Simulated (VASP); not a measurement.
# Bi (I4_1/amd) in VASP: relaxation of cell and atoms with PBE

Aim: the relaxation of cell and atoms of Bi with PBE.

Everything below comes from runs of VASP 6.6.1. Logs are shortened: lines on timing, memory, paths and dates and some standing lists are left out, and cuts for length are marked.

### 1 The cell of the first run

Symmetry: I4_1/amd, No. 141, tetragonal system. Conventional cell: a = 5.992 Å, b = 5.992 Å, c = 3.295 Å, α = 90.00°, β = 90.00°, γ = 90.00°. Bi (site symmetry -4m2) has 10 Bi at 3.11 to 3.88 Å within 4.1 Å.

### 2 Relaxation of cell and atoms, PBE, target pressure 6.3 GPa, at which the enthalpy is minimised

File INCAR:

```
SYSTEM = Bi
ALGO     = Normal         ! electronic algorithm
EDIFF    = 1E-6           ! SCF threshold, eV
EDIFFG   = -0.005         ! ionic threshold
ENCUT    = 600            ! plane-wave cutoff, eV
GGA      = PE             ! functional
IBRION   = 2              ! ionic algorithm
ISIF     = 3              ! what is computed and relaxed
ISMEAR   = -1             ! smearing method
LASPH    = .TRUE.         ! aspherical terms in the spheres
LCHARG   = .FALSE.        ! write CHGCAR
LREAL    = .FALSE.        ! projectors in reciprocal space
LWAVE    = .FALSE.        ! write WAVECAR
NELM     = 80             ! most SCF steps
NSW      = 60             ! ionic steps
PREC     = Accurate       ! precision mode
PSTRESS  = 63.0         
SIGMA    = 0.08           ! smearing width, eV
```

File KPOINTS:

```
k-points
0
G
  13 13 13
  0 0 0
```

File POSCAR:

```
Bi
1.0
   -2.9957601105      2.9957601105      1.6476680608
    2.9957601105     -2.9957601105      1.6476680608
    2.9957601105      2.9957601105     -1.6476680608
Bi
2
Direct
   -0.3750000000     -0.1250000000     -0.2500000000
    0.3750000000      0.1250000000      0.2500000000
```

Potentials or basis: VASP PAW PBE potentials, release 64 (Bi_d).

Launch:

```console
cat potpaw_PBE.64/Bi_d/POTCAR > POTCAR
mpirun -np 1 vasp_std > vasp.out
```

OUTCAR:

```text
SYSTEM = Bi
   EDIFF = 1E-6
   EDIFFG = -0.005
   ENCUT = 600
   GGA = PE
   IBRION = 2
   ISIF = 3
   ISMEAR = -1
   LASPH = .TRUE.
   LREAL = .FALSE.
   NELM = 80
   NSW = 60
   PREC = Accurate
   PSTRESS = 63.0

 ion  position               nearest neighbor table
   1  0.625  0.875  0.750-   2 3.11   2 3.11   2 3.11   2 3.11   2 3.88   2 3.88   2 3.88   2 3.88

   2  0.375  0.125  0.250-   1 3.11   1 3.11   1 3.11   1 3.11   1 3.88   1 3.88   1 3.88   1 3.88

  LATTYP: Found a body centered tetragonal cell.
 ALAT       =     5.9915202210
 C/A-ratio  =     0.5500000000

  Lattice vectors:

 A1 = (  -2.9957601105,   2.9957601105,   1.6476680608)
 A2 = (   2.9957601105,  -2.9957601105,   1.6476680608)
 A3 = (   2.9957601105,   2.9957601105,  -1.6476680608)

Analysis of symmetry for initial positions (statically):
=====================================================================
 Subroutine PRICEL returns:
 Original cell was already a primitive cell.

 Routine SETGRP: Setting up the symmetry group for a
 body centered tetragonal supercell.

 Subroutine GETGRP returns: Found 16 space group operations
 (whereof  4 operations were pure point group operations)
 out of a pool of 16 trial point group operations.

The static configuration has the point symmetry C_2h.
 The point group associated with its full space group is D_4h.

Analysis of symmetry for dynamics (positions and initial velocities):
=====================================================================
 Subroutine PRICEL returns:
 Original cell was already a primitive cell.

 Routine SETGRP: Setting up the symmetry group for a
 body centered tetragonal supercell.

 Subroutine GETGRP returns: Found 16 space group operations
 (whereof  4 operations were pure point group operations)
 out of a pool of 16 trial point group operations.

The dynamic configuration has the point symmetry C_2h.
 The point group associated with its full space group is D_4h.

 Subroutine INISYM returns: Found 16 space group operations
 (whereof  4 operations are pure point group operations),
 and found     1 'primitive' translations

----------------------------------------------------------------------------------------

                                     Primitive cell

  volume of cell :      59.1485

  direct lattice vectors                    reciprocal lattice vectors
    -2.995760111  2.995760111  1.647668061     0.000000000  0.166902549  0.303459181
     2.995760111 -2.995760111  1.647668061     0.166902549  0.000000000  0.303459181
     2.995760111  2.995760111 -1.647668061     0.166902549  0.166902549  0.000000000

  length of vectors
     4.545763667  4.545763667  4.545763667     0.346329230  0.346329230  0.236035849

  position of ions in fractional coordinates (direct lattice)
     0.625000000  0.875000000  0.750000000
     0.375000000  0.125000000  0.250000000

  ion indices of the primitive-cell ions
   primitive index   ion index
                 1           1
                 2           2

----------------------------------------------------------------------------------------

 KPOINTS: k-points

Automatic generation of k-mesh.
 Grid dimensions read from file:
 generate k-points for:   13   13   13

 Generating k-lattice:

  Cartesian coordinates                     Fractional coordinates (reciprocal lattice)
     0.000000000  0.012838658  0.023343014     0.076923077  0.000000000 -0.000000000
     0.012838658  0.000000000  0.023343014     0.000000000  0.076923077 -0.000000000
     0.012838658  0.012838658  0.000000000     0.000000000  0.000000000  0.076923077

  Length of vectors
     0.026640710  0.026640710  0.018156604

  Shift w.r.t. Gamma in fractional coordinates (k-lattice)
     0.000000000  0.000000000  0.000000000

 Subroutine IBZKPT returns following result:
 ===========================================

 Found    196 irreducible k-points:

 Following reciprocal coordinates:
            Coordinates               Weight
  0.000000  0.000000  0.000000      1.000000
  0.076923 -0.000000  0.000000      8.000000
  0.153846 -0.000000  0.000000      8.000000
  0.230769 -0.000000  0.000000      8.000000
  0.307692 -0.000000  0.000000      8.000000
  0.384615 -0.000000  0.000000      8.000000
[... 16 lines left out ...]
  0.384615  0.153846  0.000000     16.000000
  0.461538  0.153846  0.000000     16.000000
 [... further k-points ...]
   k-points           NKPTS =    196   k-points in BZ     NKDIM =    196   number of bands    NBANDS=     19
   number of dos      NEDOS =    301   number of ions     NIONS =      2
   total plane-waves  NPLWV =  46656
   dimension x,y,z NGX =    36 NGY =   36 NGZ =   36
   dimension x,y,z NGXF=    72 NGYF=   72 NGZF=   72
   ions per type =               2
   NGX,Y,Z   is equivalent  to a cutoff of  13.17, 13.17, 13.17 a.u.
   NGXF,Y,Z  is equivalent  to a cutoff of  26.33, 26.33, 26.33 a.u.
 SYSTEM =  Bi
   PREC   = accura    normal or accurate (medium, high low for compatibility)
   ISTART =      0    job   : 0-new  1-cont  2-samecut
   ICHARG =      2    charge: 1-file 2-atom 10-const
   ISPIN  =      1    spin polarized calculation?
   LNONCOLLINEAR =      F non collinear calculations
   LSORBIT =      F    spin-orbit coupling
   LASPH  =      T    aspherical Exc in radial PAW
   ENCUT  =  600.0 eV  44.10 Ry    6.64 a.u.   9.08  9.08  9.08*2*pi/ulx,y,z
   NELM   =     80;   NELMIN=  2; NELMDL= -5     # of ELM steps
   EDIFF  = 0.1E-05   stopping-criterion for ELM
   LREAL  =      F    real-space projection
   EDIFFG = -.5E-02   stopping-criterion for IOM
   NSW    =     60    number of steps for IOM
   IBRION =      2    ionic relax: 0-MD 1-quasi-New 2-CG
   NFREE  =      1    steps in history (QN), initial steepest desc. (CG)
   ISIF   =      3    stress and relaxation
   ISYM   =      2    0-nonsym 1-usesym 2-fastsym
   POTIM  = 0.5000    time-step for ionic-motion
   TEBEG  =    0.0;   TEEND  =   0.0 temperature during run
   PSTRESS=   63.0 pullay stress
   NELECT =      30.0000    total number of electrons
   NUPDOWN=      -1.0000    fix difference up-down
   EMIN   =  10.00;   EMAX   =-10.00  energy-range for DOS
   EFERMI =   0.00;   METHOD = LEGACY
   ISMEAR =    -1;   SIGMA  =   0.08  broadening in eV -4-tet -1-fermi 0-gaus
   EFERMI_NEDOS =   21; number of points for ismear=-14 and -15
   IALGO  =     38    algorithm
   IMIX   =      4    mixing-type and parameters
     AMIX     =   0.40;   BMIX     =  1.00
     AMIX_MAG =   1.60;   BMIX_MAG =  1.00
  volume/ion in A,a.u.               =      29.57       199.58
  Fermi-wavevector in a.u.,A,eV,Ry     =   1.305571  2.467172 23.191360  1.704517
  Thomas-Fermi vector in A             =   2.436432
   LORBIT       =      0    0 simple, 1 ext, 2 COOP (PROOUT), +10 PAW based schemes
   GGA     = PE    functional components
   LHFCALC =     F    Hartree Fock is set to
   AEXX    =    0.0000 exact exchange contribution
   IVDW    =     0    specifies the selected vdW correction
   LEPSILON=     F    determine dielectric tensor
   LRPA    =     F    only Hartree local field effects (RPA)
 conjugate gradient relaxation of ions
 non-spin polarized calculation
  energy-cutoff  :      600.00
  volume of cell :       59.15
 maximum number of plane-waves:      1998
   NGX = 19   NGY = 19   NGZ = 19

--------------------------------------- Ionic step        1  -------------------------------------------

 number of electron      30.0000004 magnetization

 Free energy of the ion-electron system (eV)
  ---------------------------------------------------
  ext. energy  EPLUGINS =         0.00000000
  ---------------------------------------------------
  free energy    TOTEN  =        -7.44679692 eV

  energy without entropy =       -7.42567852  energy(sigma->0) =       -7.43623772

------------------------ aborting loop because EDIFF is reached ----------------------------------------

  FORCE on cell =-STRESS in cart. coord.  units (eV):
  Direction    XX          YY          ZZ          XY          YZ          ZX
  --------------------------------------------------------------------------------------
  -------------------------------------------------------------------------------------
  Total        3.9619925      3.9619925      2.6583705     -0.0000000      0.0000000      0.0000000
  in kB      107.3199465    107.3199465     72.0082594     -0.0000000      0.0000000      0.0000000
  external PRESSURE =      32.5493842 kB  Pullay stress =      63.0000000 kB

 VOLUME and BASIS-vectors are now :
 -----------------------------------------------------------------------------
  energy-cutoff  :      600.00
  volume of cell :       59.15
      direct lattice vectors                 reciprocal lattice vectors
    -2.995760111  2.995760111  1.647668061     0.000000000  0.166902549  0.303459181
     2.995760111 -2.995760111  1.647668061     0.166902549  0.000000000  0.303459181
     2.995760111  2.995760111 -1.647668061     0.166902549  0.166902549  0.000000000
[... 198 lines left out ...]
  FREE ENERGIE OF THE ION-ELECTRON SYSTEM (eV)
  ---------------------------------------------------
  free  energy   TOTEN  =        -7.5797879619 eV

  energy  without entropy=       -7.5578360515  energy(sigma->0) =       -7.56881201

  enthalpy is  TOTEN    =        -5.1597699926 eV   P V=        2.4200179693

--------------------------------------- Ionic step        7  -------------------------------------------

 number of electron      30.0000003 magnetization

 Free energy of the ion-electron system (eV)
  ---------------------------------------------------
  ext. energy  EPLUGINS =         0.00000000
  ---------------------------------------------------
  free energy    TOTEN  =        -7.57639182 eV

  energy without entropy =       -7.55443678  energy(sigma->0) =       -7.56541430

 E-fermi :   8.0622     XC(G=0): -10.2652

 val. band max:        8.0443328028   @ k =   0.3077   0.2308   0.0769
 cond. band min:       8.0634262293   @ k =  -0.2308   0.3077   0.1538
 fundamental gap:      0.0190934266
 Fermi energy:         8.0621664912

 k-point     1 :       0.0000    0.0000    0.0000
  band No.  band energies     occupation
      1     -15.0988      2.00000
      2     -15.0494      2.00000
      3     -14.9926      2.00000
      4     -14.9678      2.00000
      5     -14.8104      2.00000
      6     -14.8103      2.00000
[... 11 lines left out ...]
     18      12.8369      0.00000
     19      12.8837      0.00000
[... 485 lines left out ...]
 k-point    24 :       0.4615    0.1538    0.0000
  band No.  band energies     occupation
      1     -15.0186      2.00000
      2     -14.9534      2.00000
      3     -14.9305      2.00000
      4     -14.8909      2.00000
      5     -14.8785      2.00000
      6     -14.8528      2.00000
[... 11 lines left out ...]
     18      10.6557      0.00000
     19      14.6071      0.00000

 [... further k-points ...]

------------------------ aborting loop because EDIFF is reached ----------------------------------------

  FORCE on cell =-STRESS in cart. coord.  units (eV):
  Direction    XX          YY          ZZ          XY          YZ          ZX
  --------------------------------------------------------------------------------------
  -------------------------------------------------------------------------------------
  Total        2.4162499      2.4162499      2.4162938      0.0000000      0.0000000      0.0000000
  in kB       62.9911407     62.9911407     62.9922851      0.0000000      0.0000000      0.0000000
  external PRESSURE =      -0.0084778 kB  Pullay stress =      63.0000000 kB

 VOLUME and BASIS-vectors are now :
 -----------------------------------------------------------------------------
  energy-cutoff  :      600.00
  volume of cell :       61.46
      direct lattice vectors                 reciprocal lattice vectors
    -3.075170535  3.075170535  1.624705160     0.000000000  0.162592609  0.307748146
     3.075170535 -3.075170535  1.624705160     0.162592609  0.000000000  0.307748146
     3.075170535  3.075170535 -1.624705160     0.162592609  0.162592609  0.000000000

 POSITION                                       TOTAL-FORCE (eV/Angst)
 -----------------------------------------------------------------------------------
      3.07517      1.53759      1.21853        -0.000000     -0.000000      0.000000
     -0.00000      1.53759      0.40618         0.000000      0.000000     -0.000000
 -----------------------------------------------------------------------------------
    total drift:                               -0.000000     -0.000000      0.000000

  FREE ENERGIE OF THE ION-ELECTRON SYSTEM (eV)
  ---------------------------------------------------
  free  energy   TOTEN  =        -7.5763918235 eV

  energy  without entropy=       -7.5544367788  energy(sigma->0) =       -7.56541430

  enthalpy is  TOTEN    =        -5.1598020804 eV   P V=        2.4165897431

 reached required accuracy - stopping structural energy minimisation
```

Run time: 24 min. Hardware: 1 thread of Intel Xeon 8259CL, shared host; peak memory 0.38 GiB.

What came out:

| Item | Value |
| --- | --- |
| Free energy | -7.5764 eV |
| Relaxed volume | 30.73 Å³/atom |
| Relaxed cell | a = 4.643 Å, b = 4.643 Å, c = 4.643 Å, α = 97.03°, β = 97.03°, γ = 139.03° |
| Space group after relaxing (to 0.1 Å) | I4_1/amd (No. 141) |
| Energy change on relaxing (the run minimises the enthalpy) | -64.8 meV/atom |
| Ionic steps | 7 |
| Pressure after relaxing | 6.3 GPa |
| Band gap on the k mesh | zero (bands 15 and 16 overlap by 5.93 eV) |

Step by step:
```csv
step,energy change (eV),largest force (eV/Å),pressure (GPa),volume (Å³)
1,0.0000,0.0000,9.55,59.15
2,-0.2140,0.0000,3.06,64.42
3,-0.1386,0.0000,5.86,61.84
4,-0.1314,0.0000,6.22,61.52
5,-0.1268,0.0000,6.40,61.39
6,-0.1330,0.0000,6.19,61.54
7,-0.1296,0.0000,6.30,61.46
```

Final structure:
```yaml
crystal:
  lattice:
    - [-3.07517, 3.07517, 1.62471]
    - [3.07517, -3.07517, 1.62471]
    - [3.07517, 3.07517, -1.62471]
  atoms:
    - { symbol: Bi, position: [0.62500, 0.87500, 0.75000] }
    - { symbol: Bi, position: [0.37500, 0.12500, 0.25000] }
```

Caveat: the cell is relaxed towards a set pressure, so the run minimises the enthalpy, not the energy; spin-orbit coupling is left out, which moves the levels of the heavy elements.
